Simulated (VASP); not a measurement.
# Fe3Ge (Pm-3m) in VASP: notebook

Runs on Fe3Ge. Level: PBEsol. Tasks: single point.

All numbers are computed with VASP 6.6.1; they aren't measurements. Logs are shortened: lines on timing, memory, paths and dates and some standing lists are left out, and cuts for length are marked.

**1. The cell of the first run**

It takes space group Pm-3m (No. 221, cubic). The conventional cell has a = 3.661 Å, b = 3.661 Å, c = 3.661 Å, α = 90.00°, β = 90.00°, γ = 90.00°. Fe (site symmetry 4/mmm) has 8 Fe at 2.59 Å and 4 Ge at 2.59 Å within 3.4 Å. Within 3.4 Å of Ge (site symmetry m-3m) lie 12 Fe at 2.59 Å.

**2. Single point, PBEsol, collinear spin, zero start**

Input file INCAR:

```
ALGO     = Normal         # electronic algorithm
EDIFF    = 1E-7           # SCF threshold, eV
ENCUT    = 520            # plane-wave cutoff, eV
GGA      = PS             # functional
ISIF     = 2              # what is computed and relaxed
ISMEAR   = -1             # smearing method
ISPIN    = 2              # spin polarisation
LASPH    = T              # aspherical terms in the spheres
LCHARG   = F              # write CHGCAR
LMAXMIX  = 4              # l up to which the mixer works
LORBIT   = 11             # projections on sites
LREAL    = F              # projectors in reciprocal space
LWAVE    = F              # write WAVECAR
MAGMOM   = 0 0 0 0        # initial moments
NBANDS   = 31             # bands
NELM     = 150            # most SCF steps
NUPDOWN  = 0.0            # fixed moment
PREC     = Accurate       # precision mode
SIGMA    = 0.03           # smearing width, eV
```

Input file KPOINTS:

```
k-points
0
Gamma
  9 9 9
```

Input file POSCAR:

```
Fe3Ge
1.0
    3.6605005200      0.0000000000      0.0000000000
    0.0000000000      3.6605005200      0.0000000000
    0.0000000000      0.0000000000      3.6605005200
Fe Ge
3 1
Direct
    0.0000000000      0.5000000000      0.5000000000
    0.5000000000      0.5000000000      0.0000000000
    0.5000000000      0.0000000000      0.5000000000
    0.0000000000      0.0000000000      0.0000000000
```

Potentials or basis: VASP PAW PBE potentials, release 64 (Fe, Ge_d).

Launch:

```sh
cat potpaw_PBE.64/Fe/POTCAR potpaw_PBE.64/Ge_d/POTCAR > POTCAR
mpirun -np 1 vasp_std > vasp.out
```

OUTCAR:

```text
EDIFF = 1E-7
   ENCUT = 520
   GGA = PS
   ISIF = 2
   ISMEAR = -1
   ISPIN = 2
   LASPH = T
   LORBIT = 11
   LREAL = F
   NELM = 150
   NUPDOWN = 0.0
   PREC = Accurate

 ion  position               nearest neighbor table
   1  0.000  0.500  0.500-   2 2.59   3 2.59   4 2.59   2 2.59   4 2.59   3 2.59   4 2.59   4 2.59
                             2 2.59   3 2.59   2 2.59   3 2.59
   2  0.500  0.500  0.000-   1 2.59   3 2.59   4 2.59   1 2.59   3 2.59   3 2.59   4 2.59   3 2.59
                             1 2.59   4 2.59   1 2.59   4 2.59
   3  0.500  0.000  0.500-   1 2.59   2 2.59   4 2.59   2 2.59   4 2.59   1 2.59   2 2.59   2 2.59
                             1 2.59   4 2.59   4 2.59   1 2.59
   4  0.000  0.000  0.000-   1 2.59   2 2.59   3 2.59   1 2.59   3 2.59   1 2.59   2 2.59   1 2.59
                             2 2.59   3 2.59   3 2.59   2 2.59

  LATTYP: Found a simple cubic cell.
 ALAT       =     3.6605005200

  Lattice vectors:

 A1 = (   3.6605005200,   0.0000000000,   0.0000000000)
 A2 = (   0.0000000000,   3.6605005200,   0.0000000000)
 A3 = (   0.0000000000,   0.0000000000,   3.6605005200)

Analysis of symmetry for initial positions (statically):
=====================================================================
 Subroutine PRICEL returns:
 Original cell was already a primitive cell.

 Routine SETGRP: Setting up the symmetry group for a
 simple cubic supercell.

 Subroutine GETGRP returns: Found 48 space group operations
 (whereof 48 operations were pure point group operations)
 out of a pool of 48 trial point group operations.

The static configuration has the point symmetry O_h .

Analysis of symmetry for dynamics (positions and initial velocities):
=====================================================================
 Subroutine PRICEL returns:
 Original cell was already a primitive cell.

 Routine SETGRP: Setting up the symmetry group for a
 simple cubic supercell.

 Subroutine GETGRP returns: Found 48 space group operations
 (whereof 48 operations were pure point group operations)
 out of a pool of 48 trial point group operations.

The dynamic configuration has the point symmetry O_h .

Analysis of structural, dynamic, and magnetic symmetry:
=====================================================================
 Subroutine PRICEL returns:
 Original cell was already a primitive cell.

 Routine SETGRP: Setting up the symmetry group for a
 simple cubic supercell.

 Subroutine GETGRP returns: Found 48 space group operations
[... 135 lines left out ...]
   IVDW    =     0    specifies the selected vdW correction
   LEPSILON=     F    determine dielectric tensor
   LRPA    =     F    only Hartree local field effects (RPA)
 spin polarized calculation
  energy-cutoff  :      520.00
  volume of cell :       49.05
 maximum number of plane-waves:      1357
 NGX is ok and might be reduce to    28
   NGX = 13   NGY = 13   NGZ = 13

 number of electron      38.0000000 magnetization       0.0000000

 number of electron      38.0000022 magnetization      -0.0000000

 Free energy of the ion-electron system (eV)
  ---------------------------------------------------
  ext. energy  EPLUGINS =         0.00000000
  ---------------------------------------------------
  free energy    TOTEN  =       -30.81309216 eV

  energy without entropy =      -30.77110278  energy(sigma->0) =      -30.79209747

 E-fermi :   6.5773     XC(G=0): -13.1128

 val. band max:        6.5653527259   @ k =   0.2222   0.1111   0.0000
 cond. band min:       6.5783236945   @ k =   0.3333   0.2222   0.0000
 fundamental gap:      0.0129709686
 Fermi energy:         6.5773293179

 spin component 1

 k-point     1 :       0.0000    0.0000    0.0000
  band No.  band energies     occupation
      1     -17.7336      1.00000
      2     -17.7336      1.00000
      3     -17.7266      1.00000
      4     -17.7266      1.00000
      5     -17.7266      1.00000
      6      -5.0009      1.00000
[... 805 lines left out ...]
     30      18.0380      0.00000
     31      18.4683      0.00000

 [... further k-points ...]

 spin component 2

 k-point     1 :       0.0000    0.0000    0.0000
  band No.  band energies     occupation
      1     -17.7336      1.00000
      2     -17.7336      1.00000
      3     -17.7266      1.00000
      4     -17.7266      1.00000
      5     -17.7266      1.00000
      6      -5.0009      1.00000
[... 805 lines left out ...]
     30      18.0379      0.00000
     31      18.4683      0.00000

 [... further k-points ...]

------------------------ aborting loop because EDIFF is reached ----------------------------------------

  FORCE on cell =-STRESS in cart. coord.  units (eV):
  Direction    XX          YY          ZZ          XY          YZ          ZX
  --------------------------------------------------------------------------------------
  -------------------------------------------------------------------------------------
  Total       -7.5091050     -7.5091050     -7.5091050      0.0000000      0.0000000     -0.0000000
  in kB     -245.2885854   -245.2885854   -245.2885854      0.0000000      0.0000000     -0.0000000
  external PRESSURE =    -245.2885854 kB  Pullay stress =       0.0000000 kB

 VOLUME and BASIS-vectors are now :
 -----------------------------------------------------------------------------
  energy-cutoff  :      520.00
  volume of cell :       49.05
      direct lattice vectors                 reciprocal lattice vectors
     3.660500520  0.000000000  0.000000000     0.273186684  0.000000000  0.000000000
     0.000000000  3.660500520  0.000000000     0.000000000  0.273186684  0.000000000
     0.000000000  0.000000000  3.660500520     0.000000000  0.000000000  0.273186684

 POSITION                                       TOTAL-FORCE (eV/Angst)
 -----------------------------------------------------------------------------------
      0.00000      1.83025      1.83025         0.000000      0.000000      0.000000
      1.83025      1.83025      0.00000         0.000000      0.000000      0.000000
      1.83025      0.00000      1.83025         0.000000      0.000000      0.000000
      0.00000      0.00000      0.00000         0.000000      0.000000      0.000000
 -----------------------------------------------------------------------------------
    total drift:                               -0.000000      0.000000      0.000000

  FREE ENERGIE OF THE ION-ELECTRON SYSTEM (eV)
  ---------------------------------------------------
  free  energy   TOTEN  =       -30.8130921563 eV

  energy  without entropy=      -30.7711027810  energy(sigma->0) =      -30.79209747

 total charge

# of ion       s       p       d       tot
------------------------------------------
    1        0.425   0.475   6.324   7.224
    2        0.425   0.475   6.324   7.224
    3        0.425   0.475   6.324   7.224
    4        1.056   1.255  10.113  12.424
--------------------------------------------------
tot          2.332   2.679  29.085  34.096

 magnetization (x)

# of ion       s       p       d       tot
------------------------------------------
    1       -0.000  -0.000   0.000   0.000
    2       -0.000  -0.000   0.000   0.000
    3       -0.000  -0.000   0.000   0.000
    4       -0.000  -0.000   0.000  -0.000
--------------------------------------------------
tot         -0.000  -0.000   0.000   0.000
```

OSZICAR:

```text
N       E                     dE             d eps       ncg     rms          rms(c)
DAV:   1     0.303497780541E+03    0.30350E+03   -0.16281E+04  4831   0.263E+03
DAV:   2     0.525994592526E+01   -0.29824E+03   -0.27974E+03  4347   0.531E+02
DAV:   3    -0.343536545744E+02   -0.39614E+02   -0.38002E+02  4774   0.149E+02
DAV:   4    -0.359151494684E+02   -0.15615E+01   -0.15579E+01  4984   0.352E+01
DAV:   5    -0.359366770499E+02   -0.21528E-01   -0.21527E-01  4823   0.385E+00    0.203E+01
DAV:   6    -0.337385899758E+02    0.21981E+01   -0.35493E+01  5072   0.786E+01    0.135E+01
DAV:   7    -0.309065191847E+02    0.28321E+01   -0.10283E+01  4823   0.434E+01    0.274E+00
DAV:   8    -0.308287708083E+02    0.77748E-01   -0.34579E-01  5072   0.516E+00    0.892E-01
DAV:   9    -0.308140824570E+02    0.14688E-01   -0.17767E-02  5710   0.117E+00    0.252E-01
DAV:  10    -0.308131309197E+02    0.95154E-03   -0.21126E-03  4697   0.561E-01    0.967E-02
DAV:  11    -0.308131003573E+02    0.30562E-04   -0.18441E-04  5515   0.160E-01    0.362E-02
DAV:  12    -0.308130932186E+02    0.71388E-05   -0.19790E-05  5343   0.664E-02    0.130E-02
DAV:  13    -0.308130923434E+02    0.87519E-06   -0.14872E-06  6590   0.138E-02    0.570E-03
DAV:  14    -0.308130920818E+02    0.26160E-06   -0.13111E-06  4844   0.148E-02    0.130E-03
DAV:  15    -0.308130921563E+02   -0.74549E-07   -0.16856E-07  2688   0.306E-03
   1 F= -.30813092E+02 E0= -.30792097E+02  d E =-.419894E-01  mag=    -0.0000
```

Run time: 98 s. Hardware: 1 thread of Intel Xeon 6975P-C, shared host; peak memory 0.22 GiB.

Results:

```yaml
Free_energy: -30.8131 eV
Pressure: -24.5 GPa
Net_moment: 0.00 μB per cell
Valence_electrons_inside_the_program's_atomic_spheres: Fe 7.22; Ge 12.42
```

Caveat: the PAW data sets were made with another functional, which shifts forces and pressure a little; the total moment is fixed, so each spin has its own Fermi level.

**3. Single point, PBEsol, collinear spin, ferromagnetic start**

Input file INCAR:

```
ALGO = Normal ; EDIFF = 1E-6
ENCUT = 520 ; GGA = PS
ISIF = 2 ; ISMEAR = -1
ISPIN = 2 ; LASPH = True
LCHARG = False ; LMAXMIX = 4
LORBIT = 11 ; LREAL = False
LWAVE = False ; MAGMOM = 0.54 0.54 0.54 0
NBANDS = 31 ; NELM = 150
NUPDOWN = 1.62 ; PREC = Accurate
SIGMA = 0.03
```

KPOINTS is that of step 2.

POSCAR is that of step 2.

Potentials or basis: VASP PAW PBE potentials, release 64 (Fe, Ge_d).

Launch:

```sh
cat potpaw_PBE.64/Fe/POTCAR potpaw_PBE.64/Ge_d/POTCAR > POTCAR
mpirun -np 1 vasp_std > vasp.out
```

It used 100 s of CPU time on 1 thread of Intel Xeon 6975P-C (shared host).

Results (log left out):

```yaml
Free_energy: -30.9894 eV
Pressure: -23.4 GPa
Net_moment: 1.62 μB per cell
Site_moments: Fe +0.56; Ge -0.06 μB
Valence_electrons_inside_the_program's_atomic_spheres: Fe 7.22; Ge 12.43
```

Caveat: the PAW data sets were made with another functional, which shifts forces and pressure a little; the total moment is fixed, so each spin has its own Fermi level.
